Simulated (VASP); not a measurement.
# Al5Si3C3N5 (P1) in VASP: notebook, part 3 of 3

VASP 6.6.1. Earlier steps stand in the parts before.

## Step 4: Single point, PBEsol

Input file INCAR:

```
SYSTEM = Al5Si3C3N5
PREC = Accurate ; ENCUT = 520
EDIFF = 1E-6 ; ISMEAR = -1
SIGMA = 0.05 ; LREAL = Auto
LASPH = .True. ; NELM = 100
ALGO = Normal ; ISIF = 2
LWAVE = .False. ; LCHARG = .True.
GGA = PS ; LELF = .True.
LVHAR = .True. ; NBANDS = 246
ISYM = 0
```

Input file KPOINTS:

```
Automatic mesh
0
Gamma
  1 1 1
  0.25 0.25 0.25
```

Input file POSCAR:

```
Al5Si3C3N5
1.0
    9.2983570000      0.0000000000      0.0000000000
    0.0000000000     10.7368180000      0.0000000000
    0.0000000000      0.0000000000     10.0157290000
Al Si N C
30 18 30 18
Direct
    0.1614260000      0.0827040000      0.2504960000
    0.1648390000      0.0860300000      0.7480330000
    0.9992500000      0.3337520000      0.2509650000
    0.5003480000      0.0870570000      0.2486950000
    0.3341910000      0.3345290000      0.2490730000
    0.3356620000      0.3344230000      0.7514020000
    0.1649240000      0.5820420000      0.2486060000
    0.9994420000      0.8325860000      0.7467210000
    0.8337200000      0.0836400000      0.2484890000
    0.6681600000      0.3337160000      0.2491360000
    0.4966050000      0.5832930000      0.2486970000
    0.3324580000      0.8321900000      0.2531180000
    0.3361690000      0.8302530000      0.7496970000
    0.8350910000      0.5846030000      0.2501410000
    0.8319560000      0.5805870000      0.7458260000
    0.6661100000      0.8331440000      0.2482740000
    0.6658140000      0.8319080000      0.7483610000
    0.0031760000      0.1673710000      0.0004070000
    0.3325400000      0.1695990000      0.9987560000
    0.0012310000      0.6661220000      0.4986960000
    0.6673370000      0.1693610000      0.4959820000
    0.5013200000      0.4167540000      0.4964940000
    0.4987260000      0.4176870000      0.0011550000
    0.1660940000      0.9181400000      0.4976580000
    0.1674560000      0.9165370000      0.9957200000
    0.8357390000      0.4146840000      0.4973890000
    0.8331250000      0.4187630000      0.9975930000
    0.6717650000      0.6693780000      0.4989160000
    0.4999420000      0.9171060000      0.5008580000
    0.8314560000      0.9166700000      0.4997170000
    0.0025100000      0.3336890000      0.7485660000
    0.5021740000      0.0844670000      0.7506590000
    0.1663110000      0.5829900000      0.7504360000
    0.0062000000      0.8343600000      0.2485140000
    0.8331680000      0.0846790000      0.7502840000
    0.6714120000      0.3351170000      0.7455560000
    0.4985590000      0.5803170000      0.7471330000
    0.0007880000      0.1669660000      0.5031250000
    0.3381470000      0.1706350000      0.4979970000
    0.1679940000      0.4183050000      0.5003220000
    0.1675760000      0.4162070000      0.9983450000
    0.0038000000      0.6686720000      0.0000900000
    0.6678560000      0.1672990000      0.0026950000
    0.3325820000      0.6661830000      0.4994680000
    0.3362090000      0.6686040000      0.9982100000
    0.6657120000      0.6672710000      0.9987990000
    0.4997850000      0.9186270000      0.9992770000
    0.8326310000      0.9219310000      0.9966180000
    0.0027960000      0.1659010000      0.1909530000
    0.9988110000      0.1657540000      0.6861900000
    0.3337430000      0.1682310000      0.6890460000
    0.1689830000      0.4174720000      0.1897210000
    0.1646150000      0.4182140000      0.6883730000
    0.0020080000      0.6673660000      0.1860820000
    0.9993890000      0.6656510000      0.6893570000
    0.6679000000      0.1688530000      0.1939020000
    0.3295200000      0.6660670000      0.1907650000
    0.8335280000      0.4166010000      0.6897480000
    0.6690150000      0.6671670000      0.6880910000
    0.4997600000      0.9188340000      0.1896760000
    0.5045790000      0.9195650000      0.6896930000
    0.8304730000      0.9159870000      0.1879650000
    0.8362580000      0.9152790000      0.6847340000
    0.1662950000      0.0835300000      0.9355760000
    0.0004460000      0.3367010000      0.4346790000
    0.4978250000      0.0839920000      0.9430190000
    0.3322520000      0.3326020000      0.4357940000
    0.3362460000      0.3345780000      0.9364850000
    0.1639050000      0.5839250000      0.9443490000
    0.0010910000      0.8337630000      0.4422630000
    0.6664390000      0.3365580000      0.4404850000
    0.6659820000      0.3307010000      0.9367920000
    0.3335030000      0.8317020000      0.4425350000
    0.3329390000      0.8310300000      0.9392390000
    0.8360100000      0.5835760000      0.4379420000
    0.8336860000      0.5785430000      0.9421160000
    0.6640620000      0.8363010000      0.4375630000
    0.6658270000      0.8351900000      0.9352330000
    0.3341570000      0.1666870000      0.1897810000
    0.6668590000      0.1689170000      0.6911870000
    0.5008920000      0.4174890000      0.1893330000
    0.4991700000      0.4193420000      0.6886240000
    0.3331620000      0.6665530000      0.6885840000
    0.1651830000      0.9132260000      0.1884160000
    0.1665280000      0.9186650000      0.6909240000
    0.8337550000      0.4162930000      0.1866660000
    0.6654280000      0.6631170000      0.1887280000
    0.1685460000      0.0852760000      0.4380370000
    0.0034510000      0.3336020000      0.9399660000
    0.4954850000      0.0809770000      0.4375830000
    0.1651130000      0.5837610000      0.4322000000
    0.9997530000      0.8322550000      0.9382150000
    0.8344360000      0.0822240000      0.4390020000
    0.8341650000      0.0836390000      0.9414550000
    0.5010600000      0.5817490000      0.4413870000
    0.5019090000      0.5819960000      0.9369980000
```

Potentials or basis: VASP PAW PBE potentials, release 64 (Al, Si, N, C).

The run is started by

```
cat potpaw_PBE.64/Al/POTCAR potpaw_PBE.64/Si/POTCAR potpaw_PBE.64/N/POTCAR potpaw_PBE.64/C/POTCAR > POTCAR
mpirun -np 1 vasp_std > vasp.out
```

OUTCAR:

```text
SYSTEM = Al5Si3C3N5
   PREC = Accurate
   ENCUT = 520
   EDIFF = 1E-6
   ISMEAR = -1
   LREAL = Auto
   LASPH = .True.
   NELM = 100
   ISIF = 2
   GGA = PS
   ISYM = 0

 ion  position               nearest neighbor table
   1  0.161  0.083  0.250-  49 1.82  88 1.88  84 1.92  79 1.94  34 3.03  24 3.04  18 3.04   9 3.05
                            38 3.07   3 3.09  25 3.11  39 3.12  19 3.12  12 3.12   5 3.15   4 3.15
   2  0.165  0.086  0.748-  50 1.87  64 1.88  85 1.89  51 1.90  38 3.02  31 3.06  18 3.07  25 3.08
                            35 3.08  24 3.09  19 3.09   6 3.10  39 3.11   8 3.13  32 3.14  13 3.17
   3  0.999  0.334  0.251-  65 1.84  86 1.89  49 1.90  52 1.92  26 3.03  10 3.08   7 3.08  18 3.08
                            40 3.09   1 3.09   9 3.10  14 3.10  38 3.10  41 3.10  27 3.11   5 3.11
   4  0.500  0.087  0.249-  79 1.86  56 1.87  90 1.89  60 1.90  43 3.04  39 3.05  21 3.05   5 3.07
                            10 3.07  19 3.08  47 3.08   9 3.10  29 3.12  16 3.13  12 3.15   1 3.15
   5  0.334  0.335  0.249-  67 1.87  52 1.87  81 1.89  79 1.90  23 3.05  39 3.05  22 3.06  11 3.07
                            19 3.07   4 3.07  41 3.08  40 3.09   7 3.09  10 3.11   3 3.11   1 3.15
   6  0.336  0.334  0.751-  68 1.85  82 1.88  51 1.89  53 1.93  37 3.04  19 3.04  41 3.05  23 3.06
                            39 3.09  40 3.09  31 3.10  32 3.10  33 3.10   2 3.10  22 3.11  36 3.12
   7  0.165  0.582  0.249-  91 1.84  52 1.86  57 1.87  54 1.88  42 3.05  20 3.07  14 3.07  40 3.07
                            41 3.07   3 3.08  11 3.08  34 3.09   5 3.09  44 3.09  12 3.11  45 3.11
   8  0.999  0.833  0.747-  63 1.86  55 1.88  85 1.89  92 1.92  20 3.06  30 3.06  24 3.08  25 3.08
                            42 3.09  48 3.10  33 3.10  17 3.10  35 3.12  15 3.12   2 3.13  13 3.13
   9  0.834  0.084  0.248-  56 1.87  49 1.89  62 1.90  93 1.91  43 3.04   1 3.05  48 3.06  21 3.06
[... 51 lines left out ...]
  35  0.833  0.085  0.750-  50 1.88  80 1.89  94 1.91  63 1.93  48 3.02  38 3.06  32 3.08  36 3.08
                             2 3.08  43 3.09  30 3.09  18 3.09  31 3.10  21 3.11   8 3.12  17 3.13
  36  0.671  0.335  0.746-  58 1.83  80 1.87  72 1.92  82 1.93  15 3.03  26 3.04  21 3.07  27 3.07
                            31 3.08  22 3.08  35 3.08  37 3.08  32 3.12   6 3.12  43 3.14  23 3.15
  37  0.499  0.580  0.747-  82 1.83  83 1.89  96 1.90  59 1.93   6 3.04  44 3.06  22 3.06  13 3.08
                            45 3.08  36 3.08  23 3.09  33 3.09  15 3.10  46 3.10  28 3.11  17 3.12
  38  0.001  0.167  0.503-  50 1.83  88 1.90  93 1.91  65 1.95   2 3.02  31 3.04  35 3.06  26 3.07
                             1 3.07  24 3.08   3 3.10  21 3.10  40 3.11  30 3.11   9 3.12  39 3.14
  39  0.338  0.171  0.498-  67 1.85  90 1.85  51 1.91  88 1.92  22 3.05   5 3.05   4 3.05  21 3.06
[... 374 lines left out ...]
  ext. energy  EPLUGINS =         0.00000000
  ---------------------------------------------------
  free energy    TOTEN  =      -726.23760365 eV

  energy without entropy =     -726.23524487  energy(sigma->0) =     -726.23642426

 E-fermi :   9.3389     XC(G=0): -11.2777

 val. band max:        9.0297820834   @ k =  -0.2500   0.2500  -0.2500
 cond. band min:       9.6616342769   @ k =  -0.2500  -0.2500   0.2500
 fundamental gap:      0.6318521936
 Fermi energy:         9.3389265167

 k-point     1 :       0.2500    0.2500    0.2500
  band No.  band energies     occupation
      1     -10.9249      2.00000
      2     -10.3946      2.00000
      3     -10.2068      2.00000
      4      -9.6347      2.00000
      5      -9.5019      2.00000
      6      -9.2729      2.00000
[... 817 lines left out ...]
    203      10.9268      0.00000
    204      11.0454      0.00000
 [bands above 204 left out]

------------------------ aborting loop because EDIFF is reached ----------------------------------------

  FORCE on cell =-STRESS in cart. coord.  units (eV):
  Direction    XX          YY          ZZ          XY          YZ          ZX
  --------------------------------------------------------------------------------------
  -------------------------------------------------------------------------------------
  Total       10.2518531     20.8078277     14.5550340     -0.3673620     -3.0508912      0.0649082
  in kB       16.4266341     33.3405647     23.3216586     -0.5886273     -4.8884697      0.1040030
  external PRESSURE =      24.3629525 kB  Pullay stress =       0.0000000 kB

 VOLUME and BASIS-vectors are now :
 -----------------------------------------------------------------------------
  energy-cutoff  :      520.00
  volume of cell :      999.92
      direct lattice vectors                 reciprocal lattice vectors
     9.298357000  0.000000000  0.000000000     0.107545881  0.000000000  0.000000000
     0.000000000 10.736818000  0.000000000     0.000000000  0.093137464  0.000000000
     0.000000000  0.000000000 10.015729000     0.000000000  0.000000000  0.099842957

 POSITION                                       TOTAL-FORCE (eV/Angst)
 -----------------------------------------------------------------------------------
      1.50100      0.88798      2.50890         1.410122      0.562539     -1.108537
      1.53273      0.92369      7.49210         0.859673     -2.069135      0.376224
      9.29138      3.58343      2.51360        -0.405535     -0.706238     -2.359261
      4.65241      0.93472      2.49086        -1.098363      0.448985      0.302210
      3.10743      3.59178      2.49465         1.066361     -0.800084     -1.466619
      3.12111      3.59064      7.52584         0.716097     -0.457553      0.142315
[... 88 lines left out ...]
      4.65903      6.24613      4.42081        -1.929676      2.680237      1.158859
      4.66693      6.24879      9.38472        -0.472964      3.184641     -1.787824
 -----------------------------------------------------------------------------------
    total drift:                               -0.036956     -0.020061     -0.047445

  FREE ENERGIE OF THE ION-ELECTRON SYSTEM (eV)
  ---------------------------------------------------
  free  energy   TOTEN  =      -726.2376036474 eV

  energy  without entropy=     -726.2352448666  energy(sigma->0) =     -726.23642426
```

Wall time 74 min (1 thread of Intel Xeon 8259CL, shared host); peak memory 1.2 GiB.

What came out:

```yaml
Free_energy: -726.2376 eV
Pressure: 2.4 GPa
Largest_force: 4.929 eV/Å
Band_gap_on_the_k_mesh: 0.63 eV (least direct gap 0.64 eV)
```

Forces in eV/Å, atoms in the order of the input:
```
Al   1.410  0.563 -1.109
Al   0.860 -2.069  0.376
Al  -0.406 -0.706 -2.359
Al  -1.098  0.449  0.302
Al   1.066 -0.800 -1.467
Al   0.716 -0.458  0.142
Al   0.538 -0.295 -1.020
Al   1.226  0.929 -0.257
Al   1.156  0.925  0.286
Al  -0.464  1.469  0.402
Al   0.519 -1.025  0.388
Al  -0.076  0.357  0.228
Al  -1.520  2.342 -0.962
Al  -0.855 -1.494 -0.169
Al   0.097  1.324  0.597
Al  -0.349 -0.945  0.692
Al   0.792  0.535 -1.382
Al   1.637 -0.690  2.394
Al  -2.115 -0.035  2.560
Al  -0.757  0.299 -0.535
Al  -0.630 -0.213 -1.071
Al   0.456  0.029 -1.162
Al   0.493 -1.133  1.948
Al   0.578  0.006  0.782
Al  -0.339  1.622  0.638
Al  -1.837  0.987 -2.136
Al  -0.519 -1.393  2.687
Al  -1.027 -0.409 -1.702
Al  -0.168 -0.049 -0.838
Al  -0.102  0.203 -1.029
Si  -0.887 -0.476  1.855
Si  -0.239 -0.283 -1.945
Si  -0.091  2.190 -1.717
Si   0.072  0.488  0.183
Si  -0.630 -1.370 -0.852
Si  -2.384 -0.527  0.671
Si   0.397  0.360 -0.678
Si  -0.046 -2.266 -3.473
Si  -0.641 -2.233 -2.065
Si   0.554  0.539 -2.793
Si   0.620 -2.454  2.698
Si  -2.722  1.377  1.434
Si   0.487  1.500  1.766
Si   1.566 -0.354 -1.588
Si   1.532  0.184  2.549
Si   0.218 -0.969  3.518
Si  -0.730 -0.914  2.484
Si   1.703 -2.011  1.659
N   -1.300  0.425 -0.933
N   -1.526  2.939  0.441
N    1.618  0.046  0.227
N   -0.728  0.657 -2.923
N   -1.634  0.048 -0.336
N    0.046  1.400 -1.513
N    1.287 -2.563  1.195
N    0.374 -1.673 -4.080
N   -0.524  0.612 -3.676
N    1.296 -1.914  0.585
N   -0.828 -0.466  1.507
N    0.588 -0.398 -3.561
N   -0.121  1.308  2.323
N    1.329 -0.441 -1.724
N   -1.290  1.569  1.963
N    0.566  0.566 -0.645
N    2.521 -0.715  4.175
N    1.797 -1.714 -1.969
N   -2.474 -0.052  3.561
N   -2.755  1.589 -0.501
N    0.578 -0.256 -1.131
N   -1.025 -1.145 -2.558
N    0.948 -0.561  0.807
N    0.208 -1.631 -1.816
N    0.208 -2.015  0.282
N    2.895 -0.450  1.096
N    0.572  0.230  1.806
N    0.468  3.417 -1.728
N    0.764 -0.345  0.727
N   -0.535  0.846  1.326
C   -0.688 -0.052 -1.255
C    0.527 -0.177  2.201
C   -0.656 -0.408 -0.309
C    2.562 -0.296  1.469
C   -0.674 -2.898  0.742
C   -1.464 -1.181  0.446
C    0.423 -0.566  0.253
C    1.226  0.143  0.354
C    0.646  2.504 -3.205
C   -0.492  3.403  3.373
C    1.775  1.981 -3.560
C   -0.555  1.760  1.977
C    1.355 -1.654  3.372
C   -2.774 -1.964  1.055
C    2.073  1.826  1.257
C   -2.266 -0.703 -1.390
C   -1.930  2.680  1.159
C   -0.473  3.185 -1.788
```

Levels at points of the mesh, in eV from the valence-band top:
```csv
k point,band 188,band 189,band 190,band 191,band 192,band 193,band 194,band 195,band 196,band 197
"(0.25, 0.25, 0.25)",-0.95,-0.87,-0.69,-0.50,-0.03,0.64,0.71,0.94,1.06,1.28
```

Caveat: semilocal functionals underestimate gaps, and a narrow one can read as zero; the PAW data sets were made with another functional, which shifts forces and pressure a little; a shifted mesh leaves out Γ, where band edges can lie.

## Step 5: Summary

```tsv
cell	cutoff (eV)	gap on the mesh (eV)	pressure (GPa)	largest force (eV/Å)
a = 9.298, b = 10.737, c = 10.016 Å, 96 atoms, atomic positions A	700	0.67	2.3	4.93
a = 9.346, b = 10.762, c = 10.032 Å, 96 atoms, atomic positions B	700	2.23	0.0	0.05
a = 9.298, b = 10.737, c = 10.016 Å, 96 atoms, atomic positions A	520	0.63	2.4	4.93
```

Alike in all rows: task single point; level PBEsol; potentials or basis VASP PAW PBE potentials, release 64 (Al, Si, N, C); no spin polarisation; k mesh 1 × 1 × 1, shifted; smearing fermi-dirac 0.05 eV.

Caveats: the PAW data sets were made with another functional, which shifts forces and pressure a little; a shifted mesh leaves out Γ, where band edges can lie; semilocal functionals underestimate gaps, and a narrow one can read as zero (at least some runs).

Total energies depend on the potentials used, so only differences within one code and one set of settings carry meaning.
